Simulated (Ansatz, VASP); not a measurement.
# Two plane-wave programs on GaSb3

```
Ga Sb
1.0
     0.00000    3.74553    3.64813
     3.74553    0.00000    3.64813
     3.74553    3.74553    0.00000
Ga Sb
1 3
Direct
  0.00000 0.00000 0.00000
  0.26234 0.23766 0.23766
  0.73766 0.76234 0.76234
  0.50000 0.50000 0.50000
```

Change from the starting cell: mode 4 frozen in at -0.090 Å, equal normal strain along x and y +0.0267.

Alike in both runs: task single point; functional PBE; dispersion D3(BJ); k mesh 10 × 10 × 10; occupations gaussian, width 0.15 eV; no spin polarisation.

|  | VASP | Ansatz |
| --- | --- | --- |
| version | VASP 6.6.1 | Ansatz 0.2.0 |
| potentials or method | VASP PAW PBE potentials, release 64 (Ga_d, Sb), cutoff 520 eV | scalar-relativistic, plane waves, PAW |
| valence electrons in the cell | 28 | 58 |

```csv
,VASP,Ansatz,Ansatz less VASP
gap on the k mesh at the Fermi level (eV),none,none,-
pressure (GPa),-2.7,-2.6,+0.10
"traceless stress, the component that is largest in VASP (GPa)",-0.57,-0.57,-0.002
rms of the force components (eV/Å),0.085,0.085,-0.0003
```

Atom by atom the forces differ by 0.000 eV/Å (rms over components). A gap of «none» marks a metal or a gap that the smearing closes. VASP's potentials hold 28 valence electrons a cell and Ansatz's 58, so a difference there can come from the potentials and not from the codes.

Neither program's run includes spin-orbit coupling.
